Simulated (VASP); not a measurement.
# KBr (Fm-3m) in VASP: notebook, part 2 of 2

VASP 6.6.1. Earlier steps stand in the parts before.

### 4 Single point, PBEsol, non-collinear spin, zero start, spin-orbit coupling

This run uses another cell than the first one, of 25.91 Å³/atom, 0.738 times its volume.

Contents of INCAR:

```
PREC     = Accurate       # precision mode
ENCUT    = 520            # plane-wave cutoff, eV
EDIFF    = 1E-6           # SCF threshold, eV
ISMEAR   = 0              # smearing method
SIGMA    = 0.01           # smearing width, eV
LREAL    = F              # projectors in reciprocal space
LASPH    = T              # aspherical terms in the spheres
NELM     = 150            # most SCF steps
ALGO     = Normal         # electronic algorithm
ISIF     = 2              # what is computed and relaxed
LWAVE    = F              # write WAVECAR
LCHARG   = F              # write CHGCAR
LNONCOLLINEAR= T              # non-collinear magnetism
MAGMOM   = 0 0 0 0 0 0    # initial moments
LORBIT   = 11             # projections on sites
LSORBIT  = T              # spin-orbit coupling
GGA_COMPAT= F            
LORBMOM  = T            
GGA      = PS             # functional
NBANDS   = 28             # bands
```

Contents of KPOINTS:

```
Automatic mesh
0
Gamma
  6 6 6
```

Contents of POSCAR:

```
KBr
1.0
    2.9590402284      2.9590402284      0.0000000000
   -2.9590402284      2.9590402284      0.0000000000
    0.0000000000      2.9590402284      2.9590402284
K Br
1 1
Direct
    0.0000000000      0.0000000000      0.0000000000
    0.5000000000      0.5000000000      0.0000000000
```

Command:

```sh
cat potpaw_PBE.64/K_sv/POTCAR potpaw_PBE.64/Br/POTCAR > POTCAR
mpirun -np 1 vasp_ncl > vasp.out
```

Wall time 56 s (1 thread of Intel Xeon Platinum 8259CL at 2.50GHz (Skylake/Cascade Lake), shared host); peak memory 0.31 GiB.

It converged, with:

```
Free energy                                           : -6.0475 eV
Pressure                                              : 10.2 GPa
Net moment                                            : 0.00 μB per cell
Valence electrons inside the program's atomic spheres : K 7.62; Br 4.95
```

Moments on the atoms (μB; x, y, z):
```
K   0.00 0.00 0.00
Br  0.00 0.00 0.00
```

Caveat: the PAW data sets were made with another functional, which shifts forces and pressure a little.

### 5 Single point, PBEsol, non-collinear spin, zero start, spin-orbit coupling

This run uses another cell than the first one, of 27.47 Å³/atom, 0.782 times its volume.

Contents of INCAR:

```
PREC     = Accurate       # precision mode
ENCUT    = 520            # plane-wave cutoff, eV
EDIFF    = 1E-6           # SCF threshold, eV
ISMEAR   = 0              # smearing method
SIGMA    = 0.01           # smearing width, eV
LREAL    = False          # projectors in reciprocal space
LASPH    = True           # aspherical terms in the spheres
NELM     = 150            # most SCF steps
ALGO     = Normal         # electronic algorithm
ISIF     = 2              # what is computed and relaxed
LWAVE    = False          # write WAVECAR
LCHARG   = True           # write CHGCAR
MAGMOM   = 0 0 0 0 0 0    # initial moments
LORBIT   = 11             # projections on sites
LSORBIT  = True           # spin-orbit coupling
GGA_COMPAT= False        
LORBMOM  = True         
GGA      = PS             # functional
LVHAR    = True         
NBANDS   = 28             # bands
```

KPOINTS is that of step 4.

Contents of POSCAR:

```
KBr
1.0
    3.0171591557      3.0171591557      0.0000000000
   -3.0171591557      3.0171591557      0.0000000000
    0.0000000000      3.0171591557      3.0171591557
K Br
1 1
Direct
    0.0000000000      0.0000000000      0.0000000000
    0.5000000000      0.5000000000      0.0000000000
```

Potentials or basis: VASP PAW PBE potentials, release 64 (K_sv, Br).

Command:

```sh
cat potpaw_PBE.64/K_sv/POTCAR potpaw_PBE.64/Br/POTCAR > POTCAR
mpirun -np 1 vasp_ncl > vasp.out
```

OUTCAR:

```text
PREC = Accurate
   ENCUT = 520
   EDIFF = 1E-6
   ISMEAR = 0
   LREAL = False
   LASPH = True
   NELM = 150
   ISIF = 2
   LORBIT = 11
   LSORBIT = True
   GGA = PS

 ion  position               nearest neighbor table
   1  0.000  0.000  0.000-   2 3.02   2 3.02   2 3.02   2 3.02   2 3.02   2 3.02
   2  0.500  0.500  0.000-   1 3.02   1 3.02   1 3.02   1 3.02   1 3.02   1 3.02

  LATTYP: Found a face centered cubic cell.
 ALAT       =     6.0343183114

  Lattice vectors:

 A1 = (   0.0000000000,   3.0171591557,   3.0171591557)
 A2 = (   3.0171591557,   0.0000000000,   3.0171591557)
 A3 = (   3.0171591557,   3.0171591557,   0.0000000000)

[... 777 lines left out ...]
 l=   3
     0.0000000     0.0000000     0.0000000     0.0000000     0.0000000     0.0000000     0.0000000
     0.0000000     0.0000000     0.0000000     0.0000000     0.0000000     0.0000000     0.0000000
     0.0000000     0.0000000     0.0000000     0.0000000     0.0000000     0.0000000     0.0000000
     0.0000000     0.0000000     0.0000000     0.0000000     0.0000000     0.0000000     0.0000000
     0.0000000     0.0000000     0.0000000     0.0000000     0.0000000     0.0000000     0.0000000
     0.0000000     0.0000000     0.0000000     0.0000000     0.0000000     0.0000000     0.0000000
     0.0000000     0.0000000     0.0000000     0.0000000     0.0000000     0.0000000     0.0000000

 total charge

# of ion       s       p       d       tot
------------------------------------------
    1        1.966   5.585   0.052   7.603
    2        1.595   3.335   0.003   4.934
--------------------------------------------------
tot          3.561   8.921   0.055  12.537

 magnetization (x)

# of ion       s       p       d       tot
------------------------------------------
    1        0.000   0.000   0.000   0.000
    2       -0.000   0.000   0.000  -0.000
--------------------------------------------------
tot         -0.000   0.000   0.000   0.000

 magnetization (y)

# of ion       s       p       d       tot
------------------------------------------
    1        0.000  -0.000   0.000  -0.000
    2        0.000   0.000   0.000   0.000
--------------------------------------------------
tot          0.000  -0.000   0.000  -0.000

 magnetization (z)

# of ion       s       p       d       tot
------------------------------------------
    1        0.000   0.000  -0.000  -0.000
    2       -0.000  -0.000   0.000  -0.000
--------------------------------------------------
tot         -0.000  -0.000  -0.000  -0.000
```

OSZICAR:

```text
N       E                     dE             d eps       ncg     rms          rms(c)
DAV:   1     0.116069415932E+03    0.11607E+03   -0.70969E+03   896   0.104E+03
DAV:   2     0.237425898180E+01   -0.11370E+03   -0.10547E+03  1064   0.277E+02
DAV:   3    -0.614263660769E+01   -0.85169E+01   -0.84676E+01  1464   0.657E+01
DAV:   4    -0.635271707903E+01   -0.21008E+00   -0.20943E+00  1256   0.871E+00
DAV:   5    -0.635661819015E+01   -0.39011E-02   -0.39008E-02  1272   0.993E-01    0.577E+00
DAV:   6    -0.622196900554E+01    0.13465E+00   -0.17369E-01  1036   0.258E+00    0.410E+00
DAV:   7    -0.621138705923E+01    0.10582E-01   -0.11713E-01  1132   0.205E+00    0.183E+00
DAV:   8    -0.621492684394E+01   -0.35398E-02   -0.16833E-02  1232   0.823E-01    0.769E-01
DAV:   9    -0.621536703456E+01   -0.44019E-03   -0.24914E-03   980   0.396E-01    0.123E-01
DAV:  10    -0.621558475880E+01   -0.21772E-03   -0.38505E-04  1060   0.151E-01    0.313E-02
DAV:  11    -0.621564488558E+01   -0.60127E-04   -0.66262E-05   988   0.635E-02    0.139E-02
DAV:  12    -0.621564776646E+01   -0.28809E-05   -0.93588E-06  1304   0.172E-02    0.120E-02
DAV:  13    -0.621564761044E+01    0.15602E-06   -0.11056E-06   956   0.742E-03
   1 F= -.62156476E+01 E0= -.62156476E+01  d E =-.110630E-22  mag=     0.0000    -0.0000     0.0000
```

It took 65 s on 1 thread of Intel Xeon Platinum 8259CL at 2.50GHz (Skylake/Cascade Lake), shared host; peak memory 0.31 GiB.

What came out:

```
Free energy                                           : -6.2156 eV
Pressure                                              : 7.2 GPa
Net moment                                            : 0.00 μB per cell
Valence electrons inside the program's atomic spheres : K 7.60; Br 4.93
```

Moments on the atoms (μB; x, y, z):
```
K   0.00 0.00 0.00
Br  0.00 0.00 0.00
```

Caveat: the PAW data sets were made with another functional, which shifts forces and pressure a little.

### 6 Overview

```tsv
task	spin	cell	cutoff (eV)	pressure (GPa)	moment (μB)
relaxation of cell and atoms	off	relaxed to 15 GPa from a = 4.631 Å, angles 60.0, 60.0, 90.0°, 2 atoms	600	15.0	-
single point	non-collinear, zero start, SOC	a = 4.082 Å, angles 60.0, 60.0, 90.0°, 2 atoms	520	15.3	0.00
single point	non-collinear, zero start, SOC	a = 4.185 Å, angles 60.0, 60.0, 90.0°, 2 atoms	520	10.2	0.00
single point	non-collinear, zero start, SOC	a = 4.267 Å, angles 60.0, 60.0, 90.0°, 2 atoms	520	7.2	0.00
```

Alike in all rows: level PBEsol; potentials or basis VASP PAW PBE potentials, release 64 (K_sv, Br); k mesh 6 × 6 × 6; smearing gaussian 0.01 eV.

Caveats: some runs use coarse meshes; the PAW data sets were made with another functional, which shifts forces and pressure a little; the cell is relaxed towards a set pressure, so the enthalpy falls and the energy may rise (some runs); the volume moved by over 15 % at a fixed basis, so the end points are rough (some runs).

Total energies depend on the potentials used, so only differences within one code and one set of settings carry meaning.
